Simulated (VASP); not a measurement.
Here is a VASP 6.6.1 calculation.

INCAR

```
PREC = Accurate ; ENCUT = 520
EDIFF = 1E-6 ; ISMEAR = 0
SIGMA = 0.15 ; LREAL = False
LASPH = True ; NELM = 60
ALGO = Fast ; ISIF = 2
LWAVE = False ; LCHARG = False
GGA = PE ; NBANDS = 20
```

Contents of KPOINTS:

```
regular mesh
0
Gamma
  18 18 10
```

The input POSCAR:

```
Tl
1.0
    3.2831984387      0.0000000000      0.0000000000
   -1.6415992194      2.8433332536      0.0000000000
    0.0000000000      0.0000000000      5.8012500000
Tl
2
Direct
    0.3333333333      0.6666666667      0.2500000000
    0.6666666667      0.3333333333      0.7500000000
```

Potentials or basis: VASP PAW PBE potentials, release 64 (Tl_d).

Launch:

```sh
$ cat potpaw_PBE.64/Tl_d/POTCAR > POTCAR
$ mpirun -np 1 vasp_std > vasp.out
```

**Question.** Estimate the pressure.

**Answer.** 5.9 GPa.

**Question.** What does it give for the band gap on the k mesh?

**Answer.** Zero (bands 13 and 14 overlap by 5.30 eV).

Stress tensor (GPa, compression positive):
```
7.10 0.00 0.00
0.00 7.10 0.00
0.00 0.00 3.57
```

Caveat: the cell differs from its parent crystal (strain -0.050 along x and y, +0.050 along z); the cell stands under pressure; spin-orbit coupling is left out, which moves the levels of the heavy elements.
